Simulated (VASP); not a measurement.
# Ge3P4 in VASP: notebook

Ge3P4 is run at these levels: PBE; tasks: single point, relaxation of cell and atoms.

Program: VASP 6.6.1. These are calculated values, not measurements. Logs are shortened: lines on timing, memory, paths and dates and some standing lists are left out, and cuts for length are marked.

**1. The cell of the first run**

The structure is tetragonal, space group P4/mmm (No. 123). Conventional cell: a = 5.003 Å, b = 5.003 Å, c = 5.123 Å, α = 90.00°, β = 90.00°, γ = 90.00°. Ge (site symmetry mmm) has 4 P at 2.50 to 2.56 Å within 3.3 Å. Within 3.3 Å of Ge (site symmetry 4/mmm) lie 4 P at 2.50 Å. P (site symmetry mmm) has 4 Ge at 2.50 to 2.56 Å and 2 P at 2.50 Å within 3.3 Å. Within 3.3 Å of P (site symmetry 4/mmm) lie 4 Ge at 2.50 Å and 2 P at 2.56 Å. Within 3.3 Å of P (site symmetry 4/mmm) lie 6 P at 2.50 to 2.56 Å.

The cell was generated, and may not be a known phase.

**2. Single point, PBE**

The input, INCAR:

```
SYSTEM = Ge3P4
PREC     = Accurate       ! precision mode
ENCUT    = 520            ! plane-wave cutoff, eV
EDIFF    = 1E-6           ! SCF threshold, eV
ISMEAR   = 0              ! smearing method
SIGMA    = 0.1            ! smearing width, eV
LREAL    = .FALSE.        ! projectors in reciprocal space
LASPH    = .TRUE.         ! aspherical terms in the spheres
NELM     = 100            ! most SCF steps
ALGO     = Normal         ! electronic algorithm
ISIF     = 2              ! what is computed and relaxed
LWAVE    = .FALSE.        ! write WAVECAR
LCHARG   = .FALSE.        ! write CHGCAR
GGA      = PE             ! functional
NBANDS   = 40             ! bands
```

The input, KPOINTS:

```
regular mesh
0
G
  4 4 2
  0 0 0
```

The input, POSCAR:

```
Ge3P4
1.0
    5.0028829728      0.0000000000      0.0000000000
    0.0000000000      5.0028829728      0.0000000000
    0.0000000000      0.0000000000      5.1228620906
Ge P
3 4
Direct
    0.0000000000      0.5000000000      0.0000000000
    0.5000000000      0.0000000000      0.0000000000
    0.0000000000      0.0000000000      0.5000000000
    0.0000000000      0.5000000000      0.5000000000
    0.5000000000      0.0000000000      0.5000000000
    0.5000000000      0.5000000000      0.0000000000
    0.5000000000      0.5000000000      0.5000000000
```

Potentials or basis: VASP PAW PBE potentials, release 64 (Ge_d, P).

Started as:

```sh
> cat potpaw_PBE.64/Ge_d/POTCAR potpaw_PBE.64/P/POTCAR > POTCAR
> mpirun -np 1 vasp_std > vasp.out
```

OUTCAR:

```text
SYSTEM = Ge3P4
   PREC = Accurate
   ENCUT = 520
   EDIFF = 1E-6
   ISMEAR = 0
   LREAL = .FALSE.
   LASPH = .TRUE.
   NELM = 100
   ISIF = 2
   GGA = PE

 ion  position               nearest neighbor table
   1  0.000  0.500  0.000-   6 2.50   6 2.50   4 2.56   4 2.56
   2  0.500  0.000  0.000-   6 2.50   6 2.50   5 2.56   5 2.56
   3  0.000  0.000  0.500-   4 2.50   5 2.50   4 2.50   5 2.50
   4  0.000  0.500  0.500-   3 2.50   7 2.50   3 2.50   7 2.50   1 2.56   1 2.56
   5  0.500  0.000  0.500-   3 2.50   7 2.50   7 2.50   3 2.50   2 2.56   2 2.56
   6  0.500  0.500  0.000-   1 2.50   2 2.50   2 2.50   1 2.50   7 2.56   7 2.56
   7  0.500  0.500  0.500-   4 2.50   5 2.50   5 2.50   4 2.50   6 2.56   6 2.56

  LATTYP: Found a simple tetragonal cell.
 ALAT       =     5.0028829728
 C/A-ratio  =     1.0239819957

  Lattice vectors:

 A1 = (   5.0028829728,   0.0000000000,   0.0000000000)
 A2 = (   0.0000000000,   5.0028829728,   0.0000000000)
 A3 = (   0.0000000000,   0.0000000000,   5.1228620906)

Analysis of symmetry for initial positions (statically):
=====================================================================
 Subroutine PRICEL returns:
 Original cell was already a primitive cell.

 Routine SETGRP: Setting up the symmetry group for a
 simple tetragonal supercell.

 Subroutine GETGRP returns: Found 16 space group operations
 (whereof 16 operations were pure point group operations)
 out of a pool of 16 trial point group operations.

The static configuration has the point symmetry D_4h.

Analysis of symmetry for dynamics (positions and initial velocities):
=====================================================================
 Subroutine PRICEL returns:
 Original cell was already a primitive cell.

 Routine SETGRP: Setting up the symmetry group for a
 simple tetragonal supercell.

 Subroutine GETGRP returns: Found 16 space group operations
 (whereof 16 operations were pure point group operations)
 out of a pool of 16 trial point group operations.

The dynamic configuration has the point symmetry D_4h.

 Subroutine INISYM returns: Found 16 space group operations
 (whereof 16 operations are pure point group operations),
 and found     1 'primitive' translations

----------------------------------------------------------------------------------------

                                     Primitive cell

  volume of cell :     128.2193

  direct lattice vectors                    reciprocal lattice vectors
     5.002882973  0.000000000  0.000000000     0.199884748  0.000000000  0.000000000
     0.000000000  5.002882973  0.000000000     0.000000000  0.199884748  0.000000000
     0.000000000  0.000000000  5.122862091     0.000000000  0.000000000  0.195203381

  length of vectors
     5.002882973  5.002882973  5.122862091     0.199884748  0.199884748  0.195203381

  position of ions in fractional coordinates (direct lattice)
     0.000000000  0.500000000  0.000000000
     0.500000000  0.000000000  0.000000000
     0.000000000  0.000000000  0.500000000
     0.000000000  0.500000000  0.500000000
     0.500000000  0.000000000  0.500000000
     0.500000000  0.500000000  0.000000000
     0.500000000  0.500000000  0.500000000

  ion indices of the primitive-cell ions
   primitive index   ion index
                 1           1
                 2           2
                 3           3
                 4           4
                 5           5
                 6           6
                 7           7

----------------------------------------------------------------------------------------

 KPOINTS: regular mesh

Automatic generation of k-mesh.
 Grid dimensions read from file:
 generate k-points for:    4    4    2

 Generating k-lattice:

  Cartesian coordinates                     Fractional coordinates (reciprocal lattice)
     0.049971187  0.000000000  0.000000000     0.250000000  0.000000000  0.000000000
     0.000000000  0.049971187  0.000000000     0.000000000  0.250000000  0.000000000
     0.000000000  0.000000000  0.097601690     0.000000000  0.000000000  0.500000000

  Length of vectors
     0.049971187  0.049971187  0.097601690

  Shift w.r.t. Gamma in fractional coordinates (k-lattice)
     0.000000000  0.000000000  0.000000000

 Subroutine IBZKPT returns following result:
 ===========================================

 Found     12 irreducible k-points:

 Following reciprocal coordinates:
            Coordinates               Weight
  0.000000  0.000000  0.000000      1.000000
  0.250000  0.000000  0.000000      4.000000
  0.500000  0.000000  0.000000      2.000000
  0.250000  0.250000  0.000000      4.000000
  0.500000  0.250000  0.000000      4.000000
  0.500000  0.500000  0.000000      1.000000
  0.000000  0.000000  0.500000      1.000000
  0.250000  0.000000  0.500000      4.000000
  0.500000  0.000000  0.500000      2.000000
  0.250000  0.250000  0.500000      4.000000
  0.500000  0.250000  0.500000      4.000000
  0.500000  0.500000  0.500000      1.000000
   k-points           NKPTS =     12   k-points in BZ     NKDIM =     12   number of bands    NBANDS=     40
   number of dos      NEDOS =    301   number of ions     NIONS =      7
   total plane-waves  NPLWV =  64000
   dimension x,y,z NGX =    40 NGY =   40 NGZ =   40
   dimension x,y,z NGXF=    80 NGYF=   80 NGZF=   80
   ions per type =               3   4
   NGX,Y,Z   is equivalent  to a cutoff of  13.29, 13.29, 12.98 a.u.
   NGXF,Y,Z  is equivalent  to a cutoff of  26.58, 26.58, 25.96 a.u.
 SYSTEM =  Ge3P4
   PREC   = accura    normal or accurate (medium, high low for compatibility)
   ISTART =      0    job   : 0-new  1-cont  2-samecut
   ICHARG =      2    charge: 1-file 2-atom 10-const
   ISPIN  =      1    spin polarized calculation?
   LNONCOLLINEAR =      F non collinear calculations
   LSORBIT =      F    spin-orbit coupling
   LASPH  =      T    aspherical Exc in radial PAW
   ENCUT  =  520.0 eV  38.22 Ry    6.18 a.u.   9.30  9.30  9.53*2*pi/ulx,y,z
   NELM   =    100;   NELMIN=  2; NELMDL= -5     # of ELM steps
   EDIFF  = 0.1E-05   stopping-criterion for ELM
   LREAL  =      F    real-space projection
   EDIFFG = 0.1E-04   stopping-criterion for IOM
   NSW    =      0    number of steps for IOM
   IBRION =     -1    ionic relax: 0-MD 1-quasi-New 2-CG
   NFREE  =      0    steps in history (QN), initial steepest desc. (CG)
   ISIF   =      2    stress and relaxation
   ISYM   =      2    0-nonsym 1-usesym 2-fastsym
   POTIM  = 0.5000    time-step for ionic-motion
   TEBEG  =    0.0;   TEEND  =   0.0 temperature during run
   PSTRESS=    0.0 pullay stress
   NELECT =      62.0000    total number of electrons
   NUPDOWN=      -1.0000    fix difference up-down
   EMIN   =  10.00;   EMAX   =-10.00  energy-range for DOS
   EFERMI =   0.00;   METHOD = LEGACY
   ISMEAR =     0;   SIGMA  =   0.10  broadening in eV -4-tet -1-fermi 0-gaus
   EFERMI_NEDOS =   21; number of points for ismear=-14 and -15
   IALGO  =     38    algorithm
   IMIX   =      4    mixing-type and parameters
     AMIX     =   0.40;   BMIX     =  1.00
     AMIX_MAG =   1.60;   BMIX_MAG =  1.00
  volume/ion in A,a.u.               =      18.32       123.61
  Fermi-wavevector in a.u.,A,eV,Ry     =   1.284954  2.428211 22.464675  1.651107
  Thomas-Fermi vector in A             =   2.417117
   LORBIT       =      0    0 simple, 1 ext, 2 COOP (PROOUT), +10 PAW based schemes
   GGA     = PE    functional components
   LHFCALC =     F    Hartree Fock is set to
   AEXX    =    0.0000 exact exchange contribution
   IVDW    =     0    specifies the selected vdW correction
   LEPSILON=     F    determine dielectric tensor
   LRPA    =     F    only Hartree local field effects (RPA)
 non-spin polarized calculation
 Gauss-broadening in eV      SIGMA  =   0.10
  energy-cutoff  :      520.00
  volume of cell :      128.22
 maximum number of plane-waves:      3470
 NGX is ok and might be reduce to    40
   NGX = 19   NGY = 19   NGZ = 19

 number of electron      61.9999990 magnetization

 Free energy of the ion-electron system (eV)
  ---------------------------------------------------
  ext. energy  EPLUGINS =         0.00000000
  ---------------------------------------------------
  free energy    TOTEN  =       -32.77679464 eV

  energy without entropy =      -32.76034277  energy(sigma->0) =      -32.76856871

 E-fermi :   6.7106     XC(G=0): -10.6498

 val. band max:        6.7073251788   @ k =   0.2500   0.0000   0.5000
 cond. band min:       6.8289906137   @ k =   0.5000   0.2500   0.5000
 fundamental gap:      0.1216654350
 Fermi energy:         6.7106287601

 k-point     1 :       0.0000    0.0000    0.0000
  band No.  band energies     occupation
      1     -18.2186      2.00000
      2     -18.2093      2.00000
      3     -18.1987      2.00000
      4     -18.1987      2.00000
      5     -18.1896      2.00000
      6     -18.1827      2.00000
[... 32 lines left out ...]
     39      13.1209      0.00000
     40      13.1518      0.00000

 k-point     2 :       0.2500    0.0000    0.0000
  band No.  band energies     occupation
      1     -18.2171      2.00000
      2     -18.2106      2.00000
      3     -18.1986      2.00000
      4     -18.1984      2.00000
      5     -18.1856      2.00000
      6     -18.1785      2.00000
[... 32 lines left out ...]
     39      12.5220      0.00000
     40      12.6623      0.00000

 k-point     3 :       0.5000    0.0000    0.0000
  band No.  band energies     occupation
      1     -18.2139      2.00000
      2     -18.2135      2.00000
      3     -18.1985      2.00000
      4     -18.1981      2.00000
      5     -18.1781      2.00000
      6     -18.1758      2.00000
[... 337 lines left out ...]
  band No.  band energies     occupation
      1     -18.2125      2.00000
      2     -18.2124      2.00000
      3     -18.2004      2.00000
      4     -18.1964      2.00000
      5     -18.1785      2.00000
      6     -18.1774      2.00000
[... 32 lines left out ...]
     39      10.2519      0.00000
     40      10.2875      0.00000

 k-point    12 :       0.5000    0.5000    0.5000
  band No.  band energies     occupation
      1     -18.2128      2.00000
      2     -18.2128      2.00000
      3     -18.2013      2.00000
      4     -18.1956      2.00000
      5     -18.1789      2.00000
      6     -18.1789      2.00000
[... 32 lines left out ...]
     39       9.4223      0.00000
     40       9.4223      0.00000

------------------------ aborting loop because EDIFF is reached ----------------------------------------

  FORCE on cell =-STRESS in cart. coord.  units (eV):
  Direction    XX          YY          ZZ          XY          YZ          ZX
  --------------------------------------------------------------------------------------
  -------------------------------------------------------------------------------------
  Total       -0.0611483     -0.0611483     -0.0132528      0.0000000      0.0000000      0.0000000
  in kB       -0.7640853     -0.7640853     -0.1656012      0.0000000      0.0000000      0.0000000
  external PRESSURE =      -0.5645906 kB  Pullay stress =       0.0000000 kB

 VOLUME and BASIS-vectors are now :
 -----------------------------------------------------------------------------
  energy-cutoff  :      520.00
  volume of cell :      128.22
      direct lattice vectors                 reciprocal lattice vectors
     5.002882973  0.000000000  0.000000000     0.199884748  0.000000000  0.000000000
     0.000000000  5.002882973  0.000000000     0.000000000  0.199884748  0.000000000
     0.000000000  0.000000000  5.122862091     0.000000000  0.000000000  0.195203381

 POSITION                                       TOTAL-FORCE (eV/Angst)
 -----------------------------------------------------------------------------------
      0.00000      2.50144      0.00000         0.000000      0.000000      0.000000
      2.50144      0.00000      0.00000         0.000000      0.000000      0.000000
      0.00000      0.00000      2.56143         0.000000      0.000000      0.000000
      0.00000      2.50144      2.56143         0.000000      0.000000      0.000000
      2.50144      0.00000      2.56143         0.000000      0.000000      0.000000
      2.50144      2.50144      0.00000         0.000000      0.000000      0.000000
      2.50144      2.50144      2.56143         0.000000      0.000000      0.000000
 -----------------------------------------------------------------------------------
    total drift:                               -0.000000      0.000000     -0.000000

  FREE ENERGIE OF THE ION-ELECTRON SYSTEM (eV)
  ---------------------------------------------------
  free  energy   TOTEN  =       -32.7767946423 eV

  energy  without entropy=      -32.7603427700  energy(sigma->0) =      -32.76856871
```

Run time: 40 s. Hardware: 1 thread of Intel Xeon 6975P-C (Granite Rapids), shared host; peak memory 0.25 GiB.

Results:

```
Free energy            : -32.7768 eV
Pressure               : -0.1 GPa
Band gap on the k mesh : zero (bands 31 and 32 overlap by 0.94 eV)
```

Caveat: the k points lie up to 0.61 Å⁻¹ apart, too coarse for converged energies and pressures of a metal.

[end of part 1 of 3]

The gap in the log of VASP goes by the Fermi energy; the results here count the filled bands.